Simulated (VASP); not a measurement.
# LiCl (Fm-3m) in VASP: notebook

LiCl is run at these levels: PBE+D3(BJ), PBE; tasks: relaxation of cell and atoms, single point.

Program: VASP 6.6.1. These are calculated values, not measurements. Logs are shortened: lines on timing, memory, paths and dates and some standing lists are left out, and cuts for length are marked.

## Step 1: The cell of the first run

Symmetry: Fm-3m, No. 225, cubic system. The conventional cell has a = 5.130 Å, b = 5.130 Å, c = 5.130 Å, α = 90.00°, β = 90.00°, γ = 90.00°. Within 3.4 Å of Cl (site symmetry m-3m) lie 6 Li at 2.56 Å. Within 3.4 Å of Li (site symmetry m-3m) lie 6 Cl at 2.56 Å.

## Step 2: Relaxation of cell and atoms, PBE+D3(BJ)

INCAR reads:

```
SYSTEM = LiCl
PREC     = Accurate       ! precision mode
ENCUT    = 600            ! plane-wave cutoff, eV
EDIFF    = 1E-6           ! SCF threshold, eV
ISMEAR   = -1             ! smearing method
SIGMA    = 0.05           ! smearing width, eV
LREAL    = .False.        ! projectors in reciprocal space
LASPH    = .True.         ! aspherical terms in the spheres
NELM     = 100            ! most SCF steps
ALGO     = Normal         ! electronic algorithm
ISIF     = 3              ! what is computed and relaxed
LWAVE    = .False.        ! write WAVECAR
LCHARG   = .False.        ! write CHGCAR
GGA      = PE             ! functional
IVDW     = 12             ! dispersion correction
IBRION   = 2              ! ionic algorithm
NSW      = 80             ! ionic steps
EDIFFG   = -0.005         ! ionic threshold
```

KPOINTS reads:

```
regular mesh
0
Gamma
  9 9 9
  0 0 0
```

POSCAR reads:

```
LiCl
1.0
    0.0000000000      2.5647700000      2.5647700000
    2.5647700000      0.0000000000      2.5647700000
    2.5647700000      2.5647700000      0.0000000000
Cl Li
1 1
Direct
    0.5000000000      0.5000000000      0.5000000000
    0.0000000000      0.0000000000      0.0000000000
```

Potentials or basis: VASP PAW PBE potentials, release 64 (Cl, Li_sv).

Started as:

```console
> cat potpaw_PBE.64/Cl/POTCAR potpaw_PBE.64/Li_sv/POTCAR > POTCAR
> mpirun -np 1 vasp_std > vasp.out
```

OUTCAR:

```text
SYSTEM = LiCl
   PREC = Accurate
   ENCUT = 600
   EDIFF = 1E-6
   ISMEAR = -1
   LREAL = .False.
   LASPH = .True.
   NELM = 100
   ISIF = 3
   GGA = PE
   IVDW = 12
   IBRION = 2
   NSW = 80
   EDIFFG = -0.005
 IVDW          = 12

 ion  position               nearest neighbor table
   1  0.500  0.500  0.500-   2 2.56   2 2.56   2 2.56   2 2.56   2 2.56   2 2.56
   2  0.000  0.000  0.000-   1 2.56   1 2.56   1 2.56   1 2.56   1 2.56   1 2.56

  LATTYP: Found a face centered cubic cell.
 ALAT       =     5.1295400000

  Lattice vectors:

 A1 = (   0.0000000000,   2.5647700000,   2.5647700000)
 A2 = (   2.5647700000,   0.0000000000,   2.5647700000)
 A3 = (   2.5647700000,   2.5647700000,   0.0000000000)

Analysis of symmetry for initial positions (statically):
=====================================================================
 Subroutine PRICEL returns:
 Original cell was already a primitive cell.

 Routine SETGRP: Setting up the symmetry group for a
 face centered cubic supercell.

 Subroutine GETGRP returns: Found 48 space group operations
 (whereof 48 operations were pure point group operations)
 out of a pool of 48 trial point group operations.

The static configuration has the point symmetry O_h .

Analysis of symmetry for dynamics (positions and initial velocities):
=====================================================================
 Subroutine PRICEL returns:
 Original cell was already a primitive cell.

 Routine SETGRP: Setting up the symmetry group for a
 face centered cubic supercell.

 Subroutine GETGRP returns: Found 48 space group operations
 (whereof 48 operations were pure point group operations)
 out of a pool of 48 trial point group operations.

The dynamic configuration has the point symmetry O_h .

 Subroutine INISYM returns: Found 48 space group operations
 (whereof 48 operations are pure point group operations),
 and found     1 'primitive' translations

----------------------------------------------------------------------------------------

                                     Primitive cell

  volume of cell :      33.7423

  direct lattice vectors                    reciprocal lattice vectors
     0.000000000  2.564770000  2.564770000    -0.194949255  0.194949255  0.194949255
     2.564770000  0.000000000  2.564770000     0.194949255 -0.194949255  0.194949255
     2.564770000  2.564770000  0.000000000     0.194949255  0.194949255 -0.194949255

  length of vectors
     3.627132518  3.627132518  3.627132518     0.337662014  0.337662014  0.337662014

  position of ions in fractional coordinates (direct lattice)
     0.500000000  0.500000000  0.500000000
     0.000000000  0.000000000  0.000000000

  ion indices of the primitive-cell ions
[... 69 lines left out ...]
   ISPIN  =      1    spin polarized calculation?
   LNONCOLLINEAR =      F non collinear calculations
   LSORBIT =      F    spin-orbit coupling
   LASPH  =      T    aspherical Exc in radial PAW
   ENCUT  =  600.0 eV  44.10 Ry    6.64 a.u.   7.24  7.24  7.24*2*pi/ulx,y,z
   NELM   =    100;   NELMIN=  2; NELMDL= -5     # of ELM steps
   EDIFF  = 0.1E-05   stopping-criterion for ELM
   LREAL  =      F    real-space projection
   EDIFFG = -.5E-02   stopping-criterion for IOM
   NSW    =     80    number of steps for IOM
   IBRION =      2    ionic relax: 0-MD 1-quasi-New 2-CG
   NFREE  =      1    steps in history (QN), initial steepest desc. (CG)
   ISIF   =      3    stress and relaxation
   ISYM   =      2    0-nonsym 1-usesym 2-fastsym
   POTIM  = 0.5000    time-step for ionic-motion
   TEBEG  =    0.0;   TEEND  =   0.0 temperature during run
   PSTRESS=    0.0 pullay stress
   NELECT =      10.0000    total number of electrons
   NUPDOWN=      -1.0000    fix difference up-down
   EMIN   =  10.00;   EMAX   =-10.00  energy-range for DOS
   EFERMI =   0.00;   METHOD = LEGACY
   ISMEAR =    -1;   SIGMA  =   0.05  broadening in eV -4-tet -1-fermi 0-gaus
   EFERMI_NEDOS =   21; number of points for ismear=-14 and -15
   IALGO  =     38    algorithm
   IMIX   =      4    mixing-type and parameters
     AMIX     =   0.40;   BMIX     =  1.00
     AMIX_MAG =   1.60;   BMIX_MAG =  1.00
  volume/ion in A,a.u.               =      16.87       113.85
  Fermi-wavevector in a.u.,A,eV,Ry     =   1.091482  2.062601 16.209056  1.191332
  Thomas-Fermi vector in A             =   2.227728
   LORBIT       =      0    0 simple, 1 ext, 2 COOP (PROOUT), +10 PAW based schemes
   GGA     = PE    functional components
   LHFCALC =     F    Hartree Fock is set to
   AEXX    =    0.0000 exact exchange contribution
   IVDW    =    12    specifies the selected vdW correction
   LEPSILON=     F    determine dielectric tensor
   LRPA    =     F    only Hartree local field effects (RPA)
 conjugate gradient relaxation of ions
 non-spin polarized calculation
  energy-cutoff  :      600.00
  volume of cell :       33.74
 maximum number of plane-waves:      1147
 NGX is ok and might be reduce to    30
   NGX = 15   NGY = 15   NGZ = 15

--------------------------------------- Ionic step        1  -------------------------------------------

 number of electron      10.0000004 magnetization

 Free energy of the ion-electron system (eV)
  ---------------------------------------------------
  ext. energy  EPLUGINS =         0.00000000
  ---------------------------------------------------
  free energy    TOTEN  =        -7.38546623 eV

  energy without entropy =       -7.38546623  energy(sigma->0) =       -7.38546623

------------------------ aborting loop because EDIFF is reached ----------------------------------------

 Edisp (eV)   -0.45044

 E8    (eV) :    -0.1699
[... 111 lines left out ...]
--------------------------------------- Ionic step        4  -------------------------------------------

 number of electron       9.9999994 magnetization

 Free energy of the ion-electron system (eV)
  ---------------------------------------------------
  ext. energy  EPLUGINS =         0.00000000
  ---------------------------------------------------
  free energy    TOTEN  =        -7.36948825 eV

  energy without entropy =       -7.36948825  energy(sigma->0) =       -7.36948825

 E-fermi :   2.2132     XC(G=0):  -8.9859

 val. band max:        1.0344967732   @ k =   0.0000   0.0000   0.0000
 cond. band min:       7.7251122258   @ k =   0.0000   0.0000   0.0000
 fundamental gap:      6.6906154526
 Fermi energy:         2.2131522659

 k-point     1 :       0.0000    0.0000    0.0000
  band No.  band energies     occupation
      1     -42.3905      2.00000
      2     -12.5774      2.00000
      3       1.0345      2.00000
      4       1.0345      2.00000
      5       1.0345      2.00000
      6       7.7251      0.00000
      7      13.0171      0.00000
      8      13.0171      0.00000
      9      13.0171      0.00000
[... 265 lines left out ...]
 k-point    24 :       0.4444    0.4444    0.0000
  band No.  band energies     occupation
      1     -42.3858      2.00000
      2     -11.6732      2.00000
      3      -2.0409      2.00000
      4      -0.1476      2.00000
      5      -0.1476      2.00000
      6       9.1055      0.00000
      7       9.2997      0.00000
      8      13.6940      0.00000
      9      15.4340      0.00000

 [... further k-points ...]

------------------------ aborting loop because EDIFF is reached ----------------------------------------

 Edisp (eV)   -0.47851

 E8    (eV) :    -0.1804
[... 25 lines left out ...]
  FREE ENERGIE OF THE ION-ELECTRON SYSTEM (eV)
  ---------------------------------------------------
  free  energy   TOTEN  =        -7.8480009518 eV

  energy  without entropy=       -7.8480009518  energy(sigma->0) =       -7.84800095

 reached required accuracy - stopping structural energy minimisation
```

OSZICAR:

```text
N       E                     dE             d eps       ncg     rms          rms(c)
DAV:   1     0.457558027961E+02    0.45756E+02   -0.46236E+03   630   0.114E+03
DAV:   2    -0.540677443642E+01   -0.51163E+02   -0.49439E+02   864   0.166E+02
[... 29 lines left out ...]
       N       E                     dE             d eps       ncg     rms          rms(c)
DAV:   1    -0.737007168428E+01    0.10958E-02   -0.11782E-02   630   0.832E-01    0.163E-01
DAV:   2    -0.736955346223E+01    0.51822E-03   -0.13303E-03   797   0.263E-01    0.573E-02
DAV:   3    -0.736948533292E+01    0.68129E-04   -0.27084E-04   659   0.107E-01    0.355E-02
DAV:   4    -0.736948739822E+01   -0.20653E-05   -0.70139E-06  1039   0.232E-02    0.656E-03
DAV:   5    -0.736948842242E+01   -0.10242E-05   -0.85796E-07   352   0.783E-03    0.189E-03
DAV:   6    -0.736948824551E+01    0.17691E-06   -0.81752E-08   315   0.345E-03
   4 F= -.78480010E+01 E0= -.78480010E+01  d E =-.120897E-01
```

Run time: 27 s. Hardware: 1 thread of Intel Xeon Platinum 8375C at 2.90GHz (Ice Lake), shared host; peak memory 0.17 GiB.

Results:

```
Free energy                            : -7.8480 eV
Relaxed volume                         : 15.91 Å³/atom
Relaxed cell                           : a = 3.557 Å, b = 3.557 Å, c = 3.557 Å, α = 60.00°, β = 60.00°, γ = 60.00°
Space group after relaxing (to 0.05 Å) : Fm-3m (No. 225)
Energy gained by relaxing              : 6.0 meV/atom
Ionic steps                            : 4
Pressure after relaxing                : 0.0 GPa
Band gap on the k mesh                 : 6.69 eV, direct
Dispersion energy per atom             : -0.239 eV
```

Step by step:
| step | energy change (eV) | largest force (eV/Å) | pressure (GPa) | volume (Å³) |
| --- | --- | --- | --- | --- |
| 1 | 0.0000 | 0.0000 | -1.91 | 33.74 |
| 2 | -0.0090 | 0.0000 | -1.02 | 32.77 |
| 3 | -0.0120 | 0.0000 | -0.12 | 31.94 |
| 4 | -0.0121 | 0.0000 | 0.00 | 31.82 |

Final structure:
```
Cl Li
1.0
     0.00000    2.51523    2.51523
     2.51523    0.00000    2.51523
     2.51523    2.51523    0.00000
Cl Li
1 1
Direct
  0.50000 0.50000 0.50000
  0.00000 0.00000 0.00000
```

Caveat: the cutoff is under 1.25 times the usual one of these potentials, so pressure, stress and relaxed cells hold a basis-set (Pulay) error.

## Step 3: Single point, PBE

INCAR reads:

```
SYSTEM = LiCl
PREC = Accurate
ENCUT = 520
EDIFF = 1E-6
ISMEAR = 0
SIGMA = 0.017
LREAL = .False.
LASPH = .True.
NELM = 60
ALGO = Normal
ISIF = 2
LWAVE = .False.
LCHARG = .False.
GGA = PE
NBANDS = 12
```

KPOINTS is that of step 2.

POSCAR is that of step 2.

Potentials or basis: VASP PAW PBE potentials, release 64 (Cl, Li_sv).

Started as:

```console
> cat potpaw_PBE.64/Cl/POTCAR potpaw_PBE.64/Li_sv/POTCAR > POTCAR
> mpirun -np 1 vasp_std > vasp.out
```

Run time: 20 s. Hardware: 1 thread of Intel Xeon 8259CL, shared host; peak memory 0.15 GiB.

The run converged. Its results:

```
Free energy            : -7.3858 eV
Band gap on the k mesh : 6.34 eV, direct
```

Levels at points of the mesh, in eV from the valence-band top:
| k point | band 2 | band 3 | band 4 | band 5 | band 6 | band 7 | band 8 | band 9 |
| --- | --- | --- | --- | --- | --- | --- | --- | --- |
| (0.00, 0.00, 0.00) | -13.40 | 0.00 | 0.00 | 0.00 | 6.34 | 11.94 | 11.94 | 11.94 |

Caveat: the cutoff is under 1.25 times the usual one of these potentials, so pressure, stress and relaxed cells hold a basis-set (Pulay) error.

## Step 4: Single point, PBE

INCAR reads:

```
PREC = Accurate ; ENCUT = 520
EDIFF = 1E-6 ; ISMEAR = 0
SIGMA = 0.027000000000000003 ; LREAL = F
LASPH = T ; NELM = 80
ALGO = Normal ; ISIF = 2
LWAVE = F ; LCHARG = F
GGA = PE ; NBANDS = 12
```

KPOINTS reads:

```
regular mesh
0
Gamma
  9 9 9
```

POSCAR is that of step 3.

Started as:

```console
> cat potpaw_PBE.64/Cl/POTCAR potpaw_PBE.64/Li_sv/POTCAR > POTCAR
> mpirun -np 1 vasp_std > vasp.out
```

Wall time 16 s (1 thread of Intel Xeon 8259CL, shared host); peak memory 0.15 GiB.

Results (log left out):

* Free energy: -7.3858 eV
* Band gap on the k mesh: 6.34 eV, direct

Levels at points of the mesh, in eV from the valence-band top:
```
           k point  band 3  band 4  band 5  band 6  band 7  band 8
(0.00, 0.00, 0.00)    0.00    0.00    0.00    6.34   11.94   11.94
```

Caveat: the cutoff is under 1.25 times the usual one of these potentials, so pressure, stress and relaxed cells hold a basis-set (Pulay) error. A k mesh can miss the band edges.

## Step 5: Overview

| task | level | cell | cutoff (eV) | smearing | gap on the mesh (eV) |
| --- | --- | --- | --- | --- | --- |
| relaxation of cell and atoms | PBE+D3(BJ) | relaxed | 600 | fermi-dirac 0.05 eV | 6.69 |
| single point | PBE | as given | 520 | gaussian 0.017 eV | 6.34 |
| single point | PBE | as given | 520 | gaussian 0.027 eV | 6.34 |

Alike in all rows: potentials or basis VASP PAW PBE potentials, release 64 (Cl, Li_sv); no spin polarisation; k mesh 9 × 9 × 9.

Caveats: the cutoff is under 1.25 times the usual one of these potentials, so pressure, stress and relaxed cells hold a basis-set (Pulay) error.

Absolute energies hang on the potentials; compare differences alone.
